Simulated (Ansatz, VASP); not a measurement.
SiO2: VASP beside Ansatz

The input INCAR:

```
SYSTEM = SiO2
PREC = Accurate ; ENCUT = 520
EDIFF = 1E-7 ; ISMEAR = -1
SIGMA = 0.05 ; LREAL = .FALSE.
LASPH = .TRUE. ; NELM = 100
ALGO = Normal ; ISIF = 2
LWAVE = .FALSE. ; LCHARG = .FALSE.
GGA = PE ; NBANDS = 44
```

The input KPOINTS:

```
Automatic mesh
0
G
  6 6 6
  0 0 0
```

POSCAR

```
SiO2
1.0
   -4.3807487710      4.3807487710      2.5584539540
    4.3807487710     -4.3807487710      2.5584539540
    4.3807487710      4.3807487710     -2.5584539540
Si O
4 8
Direct
    0.8231114200      0.8231114200      0.6462228400
    0.1768885800      0.8231114200      0.0000000000
    0.8231114200      0.1768885800      0.0000000000
    0.1768885800      0.1768885800      0.3537771600
    0.0000000000      0.7914513400      0.7914513400
    0.2085486600      0.0000000000      0.2085486600
    0.7914513400      0.0000000000      0.7914513400
    0.0000000000      0.2085486600      0.2085486600
    0.0000000000      0.0000000000      0.5000000000
    0.5000000000      0.0000000000      0.0000000000
    0.0000000000      0.5000000000      0.0000000000
    0.5000000000      0.5000000000      0.5000000000
```

The input input.yaml:

```yaml
crystal:
  lattice:
    - [-4.380748771, 4.380748771, 2.558453954]
    - [4.380748771, -4.380748771, 2.558453954]
    - [4.380748771, 4.380748771, -2.558453954]
  atoms:
    - { symbol: Si, position: [0.82311142, 0.82311142, 0.64622284] }
    - { symbol: Si, position: [0.17688858, 0.82311142, 0.0] }
    - { symbol: Si, position: [0.82311142, 0.17688858, 0.0] }
    - { symbol: Si, position: [0.17688858, 0.17688858, 0.35377716] }
    - { symbol: O, position: [0.0, 0.79145134, 0.79145134] }
    - { symbol: O, position: [0.20854866, 0.0, 0.20854866] }
    - { symbol: O, position: [0.79145134, 0.0, 0.79145134] }
    - { symbol: O, position: [0.0, 0.20854866, 0.20854866] }
    - { symbol: O, position: [0.0, 0.0, 0.5] }
    - { symbol: O, position: [0.5, 0.0, 0.0] }
    - { symbol: O, position: [0.0, 0.5, 0.0] }
    - { symbol: O, position: [0.5, 0.5, 0.5] }
hamiltonian:
  xc: pbe
  pseudopotentials: { kind: paw }
kpoints:
  mp_grid: { grid: [6, 6, 6] }
scf:
  occupations: { method: fermi_dirac, width: 0.05 }
output:
  forces: true
  stress: true
  eigenvalues: true
```

Alike in both runs: task single point; functional PBE; k mesh 6 × 6 × 6; occupations fermi-dirac, width 0.05 eV; no spin polarisation.

|  | VASP | Ansatz |
| --- | --- | --- |
| version | VASP 6.6.1 | Ansatz 0.2.0 |
| potentials or method | VASP PAW PBE potentials, release 64 (Si, O) | Ansatz PAW |
| plane-wave cutoff (eV) | 520 | 420 |
| valence electrons in the cell | 64 | 64 |

|  | VASP | Ansatz | Ansatz less VASP |
| --- | --- | --- | --- |
| gap on the k mesh at the Fermi level (eV) | 5.59 | 5.60 | +0.007 |
| least direct gap on the mesh (eV) | 5.60 | 5.61 | +0.007 |
| pressure (GPa) | 14.5 | 14.4 | -0.11 |
| traceless stress, the component that is largest in VASP (GPa) | 0.31 | 0.33 | +0.022 |
| rms of the force components (eV/Å) | 0.207 | 0.211 | +0.0042 |

Atom by atom the forces differ by 0.012 eV/Å (rms over components).
